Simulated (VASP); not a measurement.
# Si23H4O48 (a cell with a defect) in VASP: notebook, part 2 of 2

VASP 6.6.1. Earlier steps stand in the parts before.

## (3) Single point, PBE

INCAR reads:

```
SYSTEM = Si23H4O48
PREC = Accurate ; ENCUT = 520
EDIFF = 1E-7 ; ISMEAR = 0
SIGMA = 0.02 ; LREAL = Auto
LASPH = .True. ; NELM = 80
ALGO = Normal ; ISIF = 2
LWAVE = .False. ; LCHARG = .False.
GGA = PE ; NBANDS = 235
```

KPOINTS reads:

```
regular mesh
0
Gamma
  1 1 1
  0 0 0
```

POSCAR reads:

```
Si23H4O48
1.0
    9.8316000000      0.0000000000      0.0000000000
   -4.9158000000      8.5144150000      0.0000000000
    0.0000000000      0.0000000000     10.8182000000
Si O H
23 48 4
Direct
    0.2668430000      0.0009767400      0.1634700000
    0.0028516000      0.2703680000      0.3357050000
    0.2306050000      0.2354080000      0.0001007300
    0.2653480000      0.9977494000      0.6636500000
    0.9932126000      0.2663560000      0.8350300000
    0.2323110000      0.2285110000      0.5017520000
    0.2682820000      0.5027390000      0.1672110000
    0.9997803800      0.7676140000      0.3331480000
    0.2338640000      0.7330290000      0.9966533000
    0.9989205000      0.7666930000      0.8327140000
    0.2344290000      0.7356140000      0.4976220000
    0.7692410000      0.0042952000      0.1672390000
    0.4984520000      0.2670890000      0.3326380000
    0.7266420000      0.2320240000      0.0002954000
    0.7657180000      0.0012322000      0.6669000000
    0.4945750000      0.2657660000      0.8320270000
    0.7327730000      0.2338080000      0.4992370000
    0.7651740000      0.5008340000      0.1672980000
    0.5011880000      0.7703670000      0.3320530000
    0.7350830000      0.7369020000      0.0012113000
    0.7631940000      0.4995590000      0.6663380000
    0.5046480000      0.7692100000      0.8316280000
    0.7327490000      0.7354920000      0.4996880000
    0.0687650000      0.2066210000      0.4462400000
    0.2961240000      0.3658270000      0.1099080000
    0.1402060000      0.4347450000      0.2786630000
    0.2024600000      0.0698960000      0.0553950000
    0.3623780000      0.2944360000      0.3913610000
    0.4306990000      0.1384180000      0.2213530000
    0.0654320000      0.2098730000      0.9457150000
    0.3038820000      0.3517710000      0.6166480000
    0.1356700000      0.4290170000      0.7780800000
    0.1997120000      0.0574320000      0.5499300000
    0.3584550000      0.2958220000      0.8879650000
    0.4284840000      0.1364520000      0.7217280000
    0.0679010000      0.7063220000      0.4438320000
    0.2991160000      0.8684090000      0.1031500000
    0.1368330000      0.9300380000      0.2735220000
    0.2040780000      0.5698520000      0.0580140000
    0.3639780000      0.7993980000      0.3865800000
    0.4342950000      0.6406840000      0.2215190000
    0.0677460000      0.7049810000      0.9423610000
    0.2993620000      0.8643310000      0.6090240000
    0.1350350000      0.9300380000      0.7738950000
    0.2058530000      0.5699500000      0.5554350000
    0.3593880000      0.7870590000      0.8833780000
    0.4574520000      0.6484340000      0.7143040000
    0.5683340000      0.2046660000      0.4411890000
    0.7907210000      0.3628830000      0.1097040000
    0.6344730000      0.4331810000      0.2768560000
    0.7032200000      0.0691220000      0.0573170000
    0.8658290000      0.2991990000      0.3913950000
    0.9337440000      0.1415760000      0.2241200000
    0.5617480000      0.2046160000      0.9436860000
    0.7914020000      0.3622690000      0.6109670000
    0.6303510000      0.4323090000      0.7751710000
    0.7053660000      0.0690910000      0.5554790000
    0.8539980000      0.2927100000      0.8882170000
    0.9307640000      0.1366270000      0.7244910000
    0.5684650000      0.7078670000      0.4422990000
    0.7990200000      0.8685060000      0.1101390000
    0.6394420000      0.9356300000      0.2772850000
    0.7054800000      0.5714430000      0.0574340000
    0.8637870000      0.7971160000      0.3899890000
    0.9305870000      0.6356190000      0.2243800000
    0.5697540000      0.7090080000      0.9453830000
    0.7944690000      0.8645580000      0.6107280000
    0.6368080000      0.9393260000      0.7782680000
    0.7041320000      0.5699330000      0.5561050000
    0.8633810000      0.7966100000      0.8896810000
    0.9285160000      0.6335080000      0.7246220000
    0.4522990000      0.5477660000      0.7253400000
    0.2297450000      0.3561110000      0.6755540000
    0.2881696900      0.5827010400      0.5895699600
    0.1163320000      0.4796660000      0.7069560000
```

Potentials or basis: VASP PAW PBE potentials, release 64 (Si, O, H).

Run with:

```sh
$ cat potpaw_PBE.64/Si/POTCAR potpaw_PBE.64/O/POTCAR potpaw_PBE.64/H/POTCAR > POTCAR
$ mpirun -np 1 vasp_gam > vasp.out
```

Wall time 7.4 min (1 thread of AMD EPYC 7R13 (Zen 3), shared host); peak memory 0.92 GiB.

The run converged. Its results:

```yaml
Free_energy: -572.8314 eV
Pressure: 3.2 GPa
Largest_force: 11.424 eV/Å
Band_gap_on_the_k_mesh: 5.74 eV
```

Forces in eV/Å, atoms in the order of the input:
```
Si   0.017  0.000 -0.019
Si  -0.008 -0.014 -0.011
Si  -0.006 -0.001 -0.018
Si  -0.014  0.045  0.043
Si   0.008 -0.031  0.021
Si   0.015  0.014  0.002
Si   0.021 -0.001 -0.034
Si  -0.045  0.023 -0.031
Si   0.025 -0.003 -0.036
Si  -0.021  0.009  0.019
Si  -0.256  0.225 -0.171
Si   0.015 -0.008 -0.024
Si  -0.008  0.015 -0.001
Si  -0.010 -0.017 -0.003
Si  -0.016 -0.048  0.027
Si  -0.013  0.029  0.004
Si  -0.008 -0.024  0.013
Si  -0.002 -0.003 -0.017
Si   0.081  0.003 -0.013
Si  -0.057 -0.015 -0.025
Si  -0.028 -0.001  0.010
Si   0.020 -0.136 -0.157
Si  -0.038 -0.022  0.042
O   -0.006  0.019 -0.007
O   -0.015  0.000  0.002
O    0.004  0.002  0.019
O    0.014  0.003  0.012
O   -0.007 -0.013  0.000
O   -0.010  0.004  0.008
O   -0.004  0.013 -0.008
O   -0.001 -0.029 -0.062
O    0.007  0.017 -0.037
O    0.016 -0.017 -0.002
O    0.000 -0.016  0.012
O   -0.016 -0.017 -0.014
O    0.073 -0.018  0.040
O   -0.014 -0.001  0.010
O    0.014 -0.014  0.004
O    0.006  0.000  0.016
O   -0.041 -0.067  0.076
O   -0.017  0.009  0.015
O   -0.004  0.007 -0.008
O    0.027 -0.113 -0.049
O    0.022 -0.002 -0.022
O   -9.970 -1.237 -4.922
O   -0.047  0.005  0.044
O   -0.014  0.178  0.145
O    0.000  0.007 -0.006
O   -0.009 -0.003 -0.001
O    0.011 -0.003  0.000
O    0.011  0.007  0.009
O    0.008 -0.002  0.007
O   -0.007  0.016  0.011
O    0.001  0.006 -0.002
O    0.005 -0.003 -0.013
O    0.022 -0.012 -0.008
O    0.002  0.020 -0.009
O    0.007 -0.007  0.005
O    0.002  0.026  0.004
O   -0.021  0.020 -0.036
O   -0.003  0.009  0.008
O   -0.007 -0.010  0.005
O    0.022 -0.002  0.017
O    0.017 -0.009  0.001
O    0.001  0.013  0.020
O    0.037  0.022  0.062
O    0.003  0.000 -0.022
O    0.019  0.057 -0.006
O    0.026  0.004 -0.002
O    0.017 -0.008  0.003
O    0.011  0.003 -0.002
H   -0.019 -0.056 -0.047
H   -0.027  0.051  0.073
H   10.211  1.102  5.003
H   -0.029  0.001  0.031
```

Stress tensor (GPa, compression positive):
```
 3.81  0.24  0.63
 0.24  3.06 -0.09
 0.63 -0.09  2.83
```

Levels at points of the mesh, in eV from the valence-band top:
```tsv
k point	band 189	band 190	band 191	band 192	band 193	band 194	band 195	band 196
(0.00, 0.00, 0.00)	-0.15	-0.14	-0.12	0.00	5.74	7.67	7.74	7.99
```

Caveat: the k points lie up to 0.74 Å⁻¹ apart.

## (4) Single point, PBE

INCAR reads:

```
PREC = Accurate ; ENCUT = 520
EDIFF = 1E-7 ; ISMEAR = 0
SIGMA = 0.02 ; LREAL = Auto
LASPH = T ; NELM = 100
ALGO = Normal ; ISIF = 2
LWAVE = F ; LCHARG = F
GGA = PE ; NBANDS = 235
```

KPOINTS reads:

```
regular mesh
0
Gamma
  1 1 1
```

POSCAR, as its differences from that of step 3:

```diff
@@ -81,3 +81,3 @@
     0.2297450000      0.3561110000      0.6755540000
-    0.2881696900      0.5827010400      0.5895699600
+    0.2940494600      0.5836118300      0.5920081700
     0.1163320000      0.4796660000      0.7069560000
```

Run with:

```sh
$ cat potpaw_PBE.64/Si/POTCAR potpaw_PBE.64/O/POTCAR potpaw_PBE.64/H/POTCAR > POTCAR
$ mpirun -np 1 vasp_gam > vasp.out
```

Run time: 5.9 min. Hardware: 1 thread of AMD EPYC 7R13 (Zen 3), shared host; peak memory 0.95 GiB.

The run converged. Its results:

```
Free energy            : -573.3197 eV
Pressure               : 3.0 GPa
Largest force          : 5.318 eV/Å
Band gap on the k mesh : 5.73 eV
```

Forces in eV/Å, atoms in the order of the input:
```
Si   0.016 -0.001 -0.013
Si  -0.007 -0.003 -0.005
Si  -0.009 -0.003 -0.013
Si  -0.003  0.028  0.032
Si   0.012 -0.023  0.020
Si   0.008  0.006 -0.012
Si   0.018 -0.002 -0.023
Si  -0.033  0.019 -0.020
Si   0.017 -0.007 -0.025
Si  -0.015  0.008  0.013
Si  -0.167  0.151 -0.111
Si   0.014 -0.005 -0.017
Si  -0.007  0.012  0.000
Si  -0.009 -0.015 -0.001
Si  -0.009 -0.033  0.016
Si  -0.011  0.022  0.003
Si  -0.006 -0.019  0.009
Si   0.002 -0.002 -0.011
Si   0.050  0.005 -0.008
Si  -0.040 -0.014 -0.016
Si  -0.014 -0.001  0.008
Si   0.001 -0.080 -0.101
Si  -0.027 -0.019  0.028
O   -0.001  0.016 -0.005
O   -0.013 -0.001 -0.001
O    0.006 -0.001  0.012
O    0.014  0.004  0.010
O   -0.008 -0.012  0.003
O   -0.010  0.005  0.007
O   -0.003  0.011 -0.007
O    0.010 -0.018 -0.048
O    0.013  0.004 -0.020
O    0.011 -0.008 -0.001
O    0.001 -0.012  0.009
O   -0.015 -0.010 -0.009
O    0.049 -0.009  0.025
O   -0.012 -0.002  0.005
O    0.013 -0.012  0.000
O    0.007  0.002  0.011
O   -0.027 -0.047  0.050
O   -0.013  0.008  0.011
O   -0.003  0.007 -0.007
O    0.015 -0.074 -0.034
O    0.018 -0.002 -0.018
O   -4.602 -0.568 -2.257
O   -0.030  0.001  0.031
O   -0.014  0.133  0.098
O   -0.001  0.009 -0.006
O   -0.009 -0.004 -0.003
O    0.010 -0.003 -0.001
O    0.011  0.006  0.007
O    0.005 -0.005  0.007
O   -0.008  0.014  0.009
O    0.000  0.006 -0.003
O    0.001 -0.003 -0.011
O    0.017 -0.009 -0.007
O    0.004  0.015 -0.004
O    0.006 -0.008  0.005
O    0.000  0.020  0.004
O   -0.013  0.017 -0.026
O   -0.005  0.005  0.003
O   -0.002 -0.009  0.002
O    0.018  0.001  0.013
O    0.010 -0.009  0.004
O   -0.003  0.011  0.015
O    0.024  0.016  0.037
O   -0.001 -0.002 -0.017
O    0.016  0.038 -0.004
O    0.019  0.005  0.000
O    0.011 -0.009  0.005
O    0.005  0.003  0.001
H   -0.002 -0.067 -0.037
H   -0.036  0.043  0.074
H    4.764  0.462  2.319
H   -0.025  0.020 -0.002
```

Stress tensor (GPa, compression positive):
```
 3.14  0.15  0.30
 0.15  3.05 -0.13
 0.30 -0.13  2.67
```

Levels at points of the mesh, in eV from the valence-band top:
```tsv
k point	band 188	band 189	band 190	band 191	band 192	band 193	band 194	band 195	band 196	band 197
(0.00, 0.00, 0.00)	-0.21	-0.15	-0.14	-0.14	0.00	5.73	7.67	7.73	7.99	8.04
```

Caveat: the k points lie up to 0.74 Å⁻¹ apart.

## (5) Single point, PBE

INCAR reads:

```
SYSTEM = Si23H4O48
PREC     = Accurate       ! precision mode
ENCUT    = 520            ! plane-wave cutoff, eV
EDIFF    = 1E-6           ! SCF threshold, eV
ISMEAR   = 0              ! smearing method
SIGMA    = 0.02           ! smearing width, eV
LREAL    = Auto         
LASPH    = .True.         ! aspherical terms in the spheres
NELM     = 80             ! most SCF steps
ALGO     = Normal         ! electronic algorithm
ISIF     = 2              ! what is computed and relaxed
LWAVE    = .False.        ! write WAVECAR
LCHARG   = .False.        ! write CHGCAR
GGA      = PE             ! functional
NBANDS   = 235            ! bands
```

KPOINTS reads:

```
Automatic mesh
0
Gamma
  1 1 1
  0 0 0
```

POSCAR, as its differences from that of step 4:

```diff
@@ -81,3 +81,3 @@
     0.2297450000      0.3561110000      0.6755540000
-    0.2940494600      0.5836118300      0.5920081700
+    0.2999292200      0.5845226200      0.5944463800
     0.1163320000      0.4796660000      0.7069560000
```

Run with:

```sh
$ cat potpaw_PBE.64/Si/POTCAR potpaw_PBE.64/O/POTCAR potpaw_PBE.64/H/POTCAR > POTCAR
$ mpirun -np 1 vasp_gam > vasp.out
```

Wall time 5.1 min (1 thread of AMD EPYC 7R13 (Zen 3), shared host); peak memory 0.94 GiB.

It converged, with:

```
Free energy            : -573.5131 eV
Pressure               : 2.7 GPa
Largest force          : 1.434 eV/Å
Band gap on the k mesh : 5.72 eV
```

Forces in eV/Å, atoms in the order of the input:
```
Si   0.015 -0.002 -0.007
Si  -0.005  0.008  0.001
Si  -0.013 -0.005 -0.009
Si   0.009  0.010  0.020
Si   0.016 -0.012  0.019
Si   0.000 -0.002 -0.028
Si   0.014 -0.003 -0.010
Si  -0.018  0.013 -0.008
Si   0.006 -0.011 -0.013
Si  -0.008  0.008  0.005
Si  -0.075  0.060 -0.047
Si   0.013 -0.001 -0.010
Si  -0.005  0.009  0.000
Si  -0.008 -0.012  0.001
Si   0.000 -0.015  0.003
Si  -0.009  0.014  0.002
Si  -0.004 -0.013  0.005
Si   0.006 -0.001 -0.006
Si   0.016  0.007 -0.001
Si  -0.021 -0.011 -0.005
Si   0.003 -0.002  0.005
Si  -0.024 -0.014 -0.035
Si  -0.014 -0.016  0.012
O    0.003  0.012 -0.003
O   -0.011 -0.001 -0.004
O    0.007 -0.004  0.004
O    0.014  0.005  0.008
O   -0.007 -0.010  0.005
O   -0.010  0.006  0.006
O   -0.002  0.009 -0.006
O    0.023 -0.006 -0.032
O    0.019 -0.010  0.000
O    0.005  0.002  0.000
O    0.001 -0.008  0.007
O   -0.014 -0.003 -0.004
O    0.020  0.002  0.007
O   -0.010 -0.004 -0.001
O    0.013 -0.008 -0.005
O    0.007  0.006  0.006
O   -0.011 -0.025  0.022
O   -0.009  0.006  0.006
O   -0.001  0.008 -0.007
O    0.002 -0.032 -0.017
O    0.014 -0.001 -0.013
O   -1.200 -0.159 -0.570
O   -0.011 -0.005  0.016
O   -0.020  0.076  0.033
O   -0.002  0.009 -0.006
O   -0.010 -0.005 -0.004
O    0.009 -0.002 -0.002
O    0.010  0.004  0.005
O    0.002 -0.009  0.007
O   -0.009  0.010  0.006
O    0.000  0.006 -0.004
O   -0.004 -0.004 -0.009
O    0.010 -0.006 -0.006
O    0.007  0.009  0.001
O    0.004 -0.010  0.005
O   -0.003  0.014  0.004
O   -0.004  0.014 -0.014
O   -0.006  0.000 -0.003
O    0.003 -0.008 -0.001
O    0.013  0.003  0.008
O    0.003 -0.009  0.006
O   -0.006  0.009  0.010
O    0.008  0.010  0.008
O   -0.007 -0.006 -0.011
O    0.011  0.014 -0.002
O    0.012  0.006  0.002
O    0.003 -0.010  0.006
O   -0.002  0.002  0.004
H    0.018 -0.081 -0.026
H   -0.047  0.035  0.074
H    1.288  0.097  0.623
H   -0.019  0.040 -0.039
```

Stress tensor (GPa, compression positive):
```
 2.66  0.09  0.05
 0.09  3.04 -0.15
 0.05 -0.15  2.55
```

Levels at points of the mesh, in eV from the valence-band top:
| k point | band 189 | band 190 | band 191 | band 192 | band 193 | band 194 | band 195 | band 196 |
| --- | --- | --- | --- | --- | --- | --- | --- | --- |
| (0.00, 0.00, 0.00) | -0.18 | -0.16 | -0.15 | 0.00 | 5.72 | 7.66 | 7.72 | 7.98 |

Caveat: the k points lie up to 0.74 Å⁻¹ apart.
